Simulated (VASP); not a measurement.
# MnHg3 (Pm-3m) in VASP: notebook

MnHg3 is run at these levels: PBE; tasks: single point.

Program: VASP 6.6.1. These are calculated values, not measurements. Logs are shortened: lines on timing, memory, paths and dates and some standing lists are left out, and cuts for length are marked.

## (1) The cell of the first run

It takes space group Pm-3m (No. 221, cubic). The conventional cell has a = 4.234 Å, b = 4.234 Å, c = 4.234 Å, α = 90.00°, β = 90.00°, γ = 90.00°. Mn (site symmetry m-3m) has 12 Hg at 2.99 Å within 3.9 Å. Within 3.9 Å of Hg (site symmetry 4/mmm) lie 4 Mn at 2.99 Å and 8 Hg at 2.99 Å.

## (2) Single point, PBE

INCAR

```
  PREC = Accurate
  ENCUT = 520
  EDIFF = 1E-6
  ISMEAR = 0
  SIGMA = 0.1
  LREAL = F
  LASPH = T
  NELM = 60
  ALGO = Fast
  ISIF = 2
  LWAVE = F
  LCHARG = T
  GGA = PE
  LELF = T
  LVHAR = T
  NBANDS = 32
```

KPOINTS

```
Automatic mesh
0
Gamma
  10 10 10
```

POSCAR

```
MnHg3
1.0
    4.2339923529      0.0000000000      0.0000000000
    0.0000000000      4.2339923529      0.0000000000
    0.0000000000      0.0000000000      4.2339923529
Mn Hg
1 3
Direct
    0.0000000000      0.0000000000      0.0000000000
    0.5000000000      0.0000000000      0.5000000000
    0.0000000000      0.5000000000      0.5000000000
    0.5000000000      0.5000000000      0.0000000000
```

Potentials or basis: VASP PAW PBE potentials, release 64 (Mn_pv, Hg).

The run is started by

```sh
> cat potpaw_PBE.64/Mn_pv/POTCAR potpaw_PBE.64/Hg/POTCAR > POTCAR
> mpirun -np 1 vasp_std > vasp.out
```

OUTCAR:

```text
PREC = Accurate
   ENCUT = 520
   EDIFF = 1E-6
   ISMEAR = 0
   LREAL = F
   LASPH = T
   NELM = 60
   ISIF = 2
   GGA = PE

 ion  position               nearest neighbor table
   1  0.000  0.000  0.000-   2 2.99   3 2.99   4 2.99   2 2.99   3 2.99   3 2.99   4 2.99   3 2.99
                             2 2.99   4 2.99   2 2.99   4 2.99
   2  0.500  0.000  0.500-   1 2.99   3 2.99   4 2.99   1 2.99   4 2.99   3 2.99   4 2.99   4 2.99
                             1 2.99   3 2.99   1 2.99   3 2.99
   3  0.000  0.500  0.500-   1 2.99   2 2.99   4 2.99   1 2.99   4 2.99   1 2.99   2 2.99   1 2.99
                             2 2.99   4 2.99   4 2.99   2 2.99
   4  0.500  0.500  0.000-   1 2.99   2 2.99   3 2.99   2 2.99   3 2.99   1 2.99   2 2.99   2 2.99
                             1 2.99   3 2.99   3 2.99   1 2.99

  LATTYP: Found a simple cubic cell.
 ALAT       =     4.2339923529

  Lattice vectors:

 A1 = (   4.2339923529,   0.0000000000,   0.0000000000)
 A2 = (   0.0000000000,   4.2339923529,   0.0000000000)
 A3 = (   0.0000000000,   0.0000000000,   4.2339923529)

Analysis of symmetry for initial positions (statically):
=====================================================================
 Subroutine PRICEL returns:
 Original cell was already a primitive cell.

 Routine SETGRP: Setting up the symmetry group for a
 simple cubic supercell.

 Subroutine GETGRP returns: Found 48 space group operations
 (whereof 48 operations were pure point group operations)
 out of a pool of 48 trial point group operations.

The static configuration has the point symmetry O_h .

Analysis of symmetry for dynamics (positions and initial velocities):
=====================================================================
 Subroutine PRICEL returns:
 Original cell was already a primitive cell.

 Routine SETGRP: Setting up the symmetry group for a
 simple cubic supercell.

 Subroutine GETGRP returns: Found 48 space group operations
 (whereof 48 operations were pure point group operations)
 out of a pool of 48 trial point group operations.

The dynamic configuration has the point symmetry O_h .

 Subroutine INISYM returns: Found 48 space group operations
 (whereof 48 operations are pure point group operations),
 and found     1 'primitive' translations

----------------------------------------------------------------------------------------

                                     Primitive cell

  volume of cell :      75.9015
[... 88 lines left out ...]
   LNONCOLLINEAR =      F non collinear calculations
   LSORBIT =      F    spin-orbit coupling
   LASPH  =      T    aspherical Exc in radial PAW
   ENCUT  =  520.0 eV  38.22 Ry    6.18 a.u.   7.87  7.87  7.87*2*pi/ulx,y,z
   NELM   =     60;   NELMIN=  2; NELMDL= -5     # of ELM steps
   EDIFF  = 0.1E-05   stopping-criterion for ELM
   LREAL  =      F    real-space projection
   EDIFFG = 0.1E-04   stopping-criterion for IOM
   NSW    =      0    number of steps for IOM
   IBRION =     -1    ionic relax: 0-MD 1-quasi-New 2-CG
   NFREE  =      0    steps in history (QN), initial steepest desc. (CG)
   ISIF   =      2    stress and relaxation
   ISYM   =      2    0-nonsym 1-usesym 2-fastsym
   POTIM  = 0.5000    time-step for ionic-motion
   TEBEG  =    0.0;   TEEND  =   0.0 temperature during run
   PSTRESS=    0.0 pullay stress
   NELECT =      49.0000    total number of electrons
   NUPDOWN=      -1.0000    fix difference up-down
   EMIN   =  10.00;   EMAX   =-10.00  energy-range for DOS
   EFERMI =   0.00;   METHOD = LEGACY
   ISMEAR =     0;   SIGMA  =   0.10  broadening in eV -4-tet -1-fermi 0-gaus
   EFERMI_NEDOS =   21; number of points for ismear=-14 and -15
   IALGO  =     68    algorithm
   IMIX   =      4    mixing-type and parameters
     AMIX     =   0.40;   BMIX     =  1.00
     AMIX_MAG =   1.60;   BMIX_MAG =  1.00
  volume/ion in A,a.u.               =      18.98       128.05
  Fermi-wavevector in a.u.,A,eV,Ry     =   1.414893  2.673759 27.237787  2.001921
  Thomas-Fermi vector in A             =   2.536388
   LORBIT       =      0    0 simple, 1 ext, 2 COOP (PROOUT), +10 PAW based schemes
   GGA     = PE    functional components
   LHFCALC =     F    Hartree Fock is set to
   AEXX    =    0.0000 exact exchange contribution
   IVDW    =     0    specifies the selected vdW correction
   LEPSILON=     F    determine dielectric tensor
   LRPA    =     F    only Hartree local field effects (RPA)
 non-spin polarized calculation
 RMM-DIIS sequential band-by-band and
 Gauss-broadening in eV      SIGMA  =   0.10
  energy-cutoff  :      520.00
  volume of cell :       75.90
 maximum number of plane-waves:      2060
 NGX is ok and might be reduce to    32
   NGX = 15   NGY = 15   NGZ = 15

 number of electron      49.0000020 magnetization

 Free energy of the ion-electron system (eV)
  ---------------------------------------------------
  ext. energy  EPLUGINS =         0.00000000
  ---------------------------------------------------
  free energy    TOTEN  =        -6.79207148 eV

  energy without entropy =       -6.75033353  energy(sigma->0) =       -6.77120250

 E-fermi :   4.6932     XC(G=0): -11.8095

 val. band max:        4.6931160184   @ k =   0.4000   0.1000   0.0000
 cond. band min:       4.6959186853   @ k =   0.3000   0.1000   0.1000
 fundamental gap:      0.0028026669
 Fermi energy:         4.6931639294

 k-point     1 :       0.0000    0.0000    0.0000
  band No.  band energies     occupation
      1     -42.8121      2.00000
      2     -42.8121      2.00000
      3     -42.8121      2.00000
      4      -5.5246      2.00000
      5      -4.2465      2.00000
      6      -4.0166      2.00000
[... 829 lines left out ...]
     31      10.6523      0.00000
     32      12.3632      0.00000

 [... further k-points ...]
[... 5 lines left out ...]
  --------------------------------------------------------------------------------------
  -------------------------------------------------------------------------------------
  Total        0.3513800      0.3513800      0.3513800     -0.0000000      0.0000000      0.0000000
  in kB        7.4171568      7.4171568      7.4171568     -0.0000000      0.0000000      0.0000000
  external PRESSURE =       7.4171568 kB  Pullay stress =       0.0000000 kB

 VOLUME and BASIS-vectors are now :
 -----------------------------------------------------------------------------
  energy-cutoff  :      520.00
  volume of cell :       75.90
      direct lattice vectors                 reciprocal lattice vectors
     4.233992353  0.000000000  0.000000000     0.236183705  0.000000000  0.000000000
     0.000000000  4.233992353  0.000000000     0.000000000  0.236183705  0.000000000
     0.000000000  0.000000000  4.233992353     0.000000000  0.000000000  0.236183705

 POSITION                                       TOTAL-FORCE (eV/Angst)
 -----------------------------------------------------------------------------------
      0.00000      0.00000      0.00000         0.000000      0.000000      0.000000
      2.11700      0.00000      2.11700         0.000000      0.000000      0.000000
      0.00000      2.11700      2.11700         0.000000      0.000000      0.000000
      2.11700      2.11700      0.00000         0.000000      0.000000      0.000000
 -----------------------------------------------------------------------------------
    total drift:                                0.000000     -0.000000     -0.000000

  FREE ENERGIE OF THE ION-ELECTRON SYSTEM (eV)
  ---------------------------------------------------
  free  energy   TOTEN  =        -6.7920714805 eV

  energy  without entropy=       -6.7503335282  energy(sigma->0) =       -6.77120250
```

stdout:

```text
POSCAR found type information on POSCAR MnHg
 POSCAR found :  2 types and       4 ions
 scaLAPACK will be used
 LDA part: xc-table for (Slater+PW92), standard interpolation
 POSCAR, INCAR and KPOINTS ok, starting setup
 FFT: planning ... GRIDC
 FFT: planning ... GRID_SOFT
 FFT: planning ... GRID
 WAVECAR not read
 entering main loop
```

It took 46 s on 1 thread of Intel Xeon 6975P-C (Granite Rapids), shared host; peak memory 0.25 GiB.

Results:

```
Free energy : -6.7921 eV
Pressure    : 0.7 GPa
```

Caveat: spin-orbit coupling is left out, which moves the levels of the heavy elements.

[end of part 1 of 3]
